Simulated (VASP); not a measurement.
Crystal: Sb.

```
Sb
1.0
     2.15420    1.24373    3.75800
    -2.15420    1.24373    3.75800
     0.00000   -2.48746    3.75800
Sb
2
Direct
  0.23349 0.23349 0.23349
  0.76651 0.76651 0.76651
```

```yaml
Program: VASP 6.6.1
Task: relaxation of cell and atoms
Functional: LDA
Potentials_or_basis: VASP PAW LDA potentials, release 64 (Sb)
Cutoff: 500 eV
k_mesh: 5 × 5 × 5
Occupations: fermi-dirac, width 0.02 eV
Spin: no spin polarisation
```

At the start: pressure -1.0 GPa; volume 30.21 Å³/atom.

Task: How do energy, volume and symmetry change on relaxing?

Result: Over 6 steps the energy falls by 4.3 meV/atom and the volume is 29.51 Å³/atom (-2.3 %); space group R-3m (No. 166, to 0.1 Å) before and after.

The path:
```csv
step,energy change (eV),largest force (eV/Å),pressure (GPa),volume (Å³)
1,0.0000,0.0489,-1.02,60.41
2,-0.0043,0.1294,0.69,58.75
3,-0.0051,0.0803,0.20,59.20
4,-0.0074,0.0633,0.10,59.14
5,-0.0084,0.0435,-0.02,59.07
6,-0.0086,0.0194,-0.04,59.03
```

Final structure:
```
Sb
1.0
     2.15959    1.24684    3.65362
    -2.15959    1.24684    3.65362
     0.00000   -2.49368    3.65362
Sb
2
Direct
  0.23422 0.23422 0.23422
  0.76578 0.76578 0.76578
```
